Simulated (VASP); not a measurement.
The system is I.

```xyz
2
Lattice="0.0000 3.4950 3.4950 3.4950 0.0000 3.4950 3.4950 3.4950 0.0000" Properties=species:S:1:pos:R:3 pbc="T T T"
I     0.0000    0.0000    0.0000
I     1.7475    1.7475    1.7475
```

* Program: VASP 6.6.1
* Task: relaxation of cell and atoms
* Functional: PBE
* Potentials or basis: VASP PAW PBE potentials, release 64 (I)
* Cutoff: 600 eV
* k mesh: 5 × 5 × 5
* Occupations: fermi-dirac, width 0.02 eV
* Spin: no spin polarisation

At the start: pressure 8.8 GPa; volume 42.69 Å³/atom.

**Question.** How do energy, volume and symmetry change on relaxing?

**Answer.** Over 3 steps the energy falls by 348.8 meV/atom and the volume is 60.37 Å³/atom (+41.4 %); space group Fd-3m (No. 227, to 0.1 Å) before and after.

Step by step:
```
step  energy change (eV)  largest force (eV/Å)  pressure (GPa)  volume (Å³)
   1              0.0000                0.0000            8.84        85.38
   2             -0.6963                0.0000            0.22       117.91
   3             -0.6976                0.0000           -0.07       120.75
```

Final structure:
```cif
data_structure
_symmetry_space_group_name_H-M 'P 1'
_symmetry_Int_Tables_number 1
_cell_length_a 5.5479
_cell_length_b 5.5479
_cell_length_c 5.5479
_cell_angle_alpha 60.000
_cell_angle_beta 60.000
_cell_angle_gamma 60.000
_cell_volume 120.75
loop_
_atom_site_label
_atom_site_type_symbol
_atom_site_fract_x
_atom_site_fract_y
_atom_site_fract_z
_atom_site_occupancy
I1 I 0.00000 0.00000 0.00000 1
I2 I 0.25000 0.25000 0.25000 1
```

Caveat: the volume moved by over 15 % at a fixed basis, so the end points are rough.
